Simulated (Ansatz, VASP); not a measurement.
**AlRu: VASP beside Ansatz**

File INCAR:

```
SYSTEM = AlRu
PREC = Accurate
ENCUT = 520
EDIFF = 1E-7
ISMEAR = -1
SIGMA = 0.08
LREAL = .FALSE.
LASPH = .TRUE.
NELM = 100
ALGO = Normal
ISIF = 2
LWAVE = .FALSE.
LCHARG = .FALSE.
GGA = PE
NBANDS = 25
```

KPOINTS

```
Automatic mesh
0
G
  11 11 6
  0 0 0
```

Contents of POSCAR:

```
AlRu
1.0
    2.8938585491      0.0000000000      0.0000000000
   -1.4469292746      2.5061550185      0.0000000000
    0.0000000000      0.0000000000      7.7926534022
Ru Al
2 2
Direct
    0.0000000000      0.0000000000      0.0000000000
    0.0000000000      0.0000000000      0.5000000000
    0.3333333333      0.6666666667      0.2500000000
    0.6666666667      0.3333333333      0.7500000000
```

Input for Ansatz:

```yaml
crystal:
  lattice:
    - [2.8938585491, 0.0, 0.0]
    - [-1.4469292746, 2.5061550185, 0.0]
    - [0.0, 0.0, 7.7926534022]
  atoms:
    - { symbol: Ru, position: [0.0, 0.0, 0.0] }
    - { symbol: Ru, position: [0.0, 0.0, 0.5] }
    - { symbol: Al, position: [0.3333333333, 0.6666666667, 0.25] }
    - { symbol: Al, position: [0.6666666667, 0.3333333333, 0.75] }
kpoints:
  mp_grid: { grid: [11, 11, 6] }
scf:
  occupations: { method: fermi_dirac, width: 0.08 }
  initial_density: { chi_scale: 0.3 }
  lower_state_search: light
hamiltonian:
  xc: pbe
  pseudopotentials: { kind: paw, source: jth }
output:
  forces: true
  stress: true
  eigenvalues: true
```

Alike in both runs: task single point; functional PBE; k mesh 11 × 11 × 6; occupations fermi-dirac, width 0.08 eV; no spin polarisation.

|  | VASP | Ansatz |
| --- | --- | --- |
| version | VASP 6.6.1 | Ansatz 0.2.0 |
| potentials or method | VASP PAW PBE potentials, release 64 (Ru_pv, Al) | scalar-relativistic |
| plane-wave cutoff (eV) | 520 | 1800 |
| valence electrons in the cell | 34 | 38 |

VASP gave:

- gap on the k mesh at the Fermi level (eV): none
- pressure (GPa): -0.1
- traceless stress, the component that is largest in VASP (GPa): 0.01

Problem. Which values does Ansatz return?

Solution. gap on the k mesh at the Fermi level (eV): none; pressure (GPa): 0.1; traceless stress, the component that is largest in VASP (GPa): 0.07.

A gap of «none» marks a metal or a gap that the smearing closes. VASP's potentials hold 34 valence electrons a cell and Ansatz's 38, so a difference there can come from the potentials and not from the codes. Ansatz's warnings: radial quadrature taken.
